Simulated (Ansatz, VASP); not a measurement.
Two plane-wave programs on Pt

INCAR

```
SYSTEM = Pt
PREC = Accurate
ENCUT = 520
EDIFF = 1E-8
ISMEAR = -1
SIGMA = 0.08
LREAL = .FALSE.
LASPH = .TRUE.
NELM = 60
ALGO = Normal
ISIF = 2
LWAVE = .FALSE.
LCHARG = .FALSE.
GGA = PE
LEFG = .TRUE.
NBANDS = 11
```

File KPOINTS:

```
Automatic mesh
0
G
  12 12 12
  0 0 0
```

The input POSCAR:

```
Pt
1.0
    2.6249474257      0.0393742114      0.0393742114
    0.0393742114      2.6249474257      0.0393742114
    0.0393742114      0.0393742114      2.6249474257
Pt
1
Direct
    0.0000000000      0.0000000000      0.0000000000
```

Input for Ansatz:

```yaml
crystal:
  lattice:
    - [2.6249474257, 0.0393742114, 0.0393742114]
    - [0.0393742114, 2.6249474257, 0.0393742114]
    - [0.0393742114, 0.0393742114, 2.6249474257]
  atoms:
    - { symbol: Pt, position: [0.0, 0.0, 0.0] }
kpoints:
  mp_grid: { grid: [12, 12, 12] }
scf:
  occupations: { method: fermi_dirac, width: 0.08 }
hamiltonian:
  xc: pbe
  pseudopotentials: { kind: paw }
output:
  forces: true
  stress: true
  eigenvalues: true
  efg: { contact_densities: true }
```

Change from the starting cell: equal xy, yz and zx shear strains of +3 %, PAW files.

Alike in both runs: task electric field gradients; functional PBE; k mesh 12 × 12 × 12; occupations fermi-dirac, width 0.08 eV; no spin polarisation.

|  | VASP | Ansatz |
| --- | --- | --- |
| version | VASP 6.6.1 | Ansatz 0.2.0 |
| potentials or method | VASP PAW PBE potentials, release 64 (Pt) | PAW with Ansatz's default frozen-core files, scalar-relativistic |
| plane-wave cutoff (eV) | 520 | 420 |
| valence electrons in the cell | 10 | 18 |

|  | VASP | Ansatz | Ansatz less VASP |
| --- | --- | --- | --- |
| pressure (GPa) | -0.5 | 0.0 | +0.46 |
| traceless stress, the component that is largest in VASP (GPa) | -0.18 | -0.17 | +0.010 |
| size of Vzz on the site where it differs most (V/Å²) | 27.3 | 16.1 | -11.15 |

VASP's potentials hold 10 valence electrons a cell and Ansatz's 18, so a difference there can come from the potentials and not from the codes.

Neither program's run includes spin-orbit coupling.
